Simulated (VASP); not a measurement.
The system is GaN.

```
Ga N
1.0
     0.00000    2.24895    2.24895
     2.24895    0.00000    2.24895
     2.24895    2.24895    0.00000
Ga N
1 1
Direct
  0.00000 0.00000 0.00000
  0.25000 0.25000 0.25000
```

Base run:

```yaml
Program: VASP 6.6.1
Functional: HSE06
Potentials_or_basis: VASP PAW PBE potentials, release 64 (Ga_d, N)
Cutoff: 520 eV
k_mesh: 6 × 6 × 6
Occupations: gaussian, width 0.01 eV
Spin: no spin polarisation
```

Its results: band gap on the k mesh 3.02 eV; pressure -0.1 GPa.

Q: The run is repeated on the same cell with these changes: functional from HSE06 to r2SCAN. What comes out?

A: Band gap on the k mesh 2.16 eV; pressure 1.1 GPa.

Caveats: the structure was generated, so it needn't be the stable form of GaN; the PAW data sets were made with another functional, which shifts forces and pressure a little.

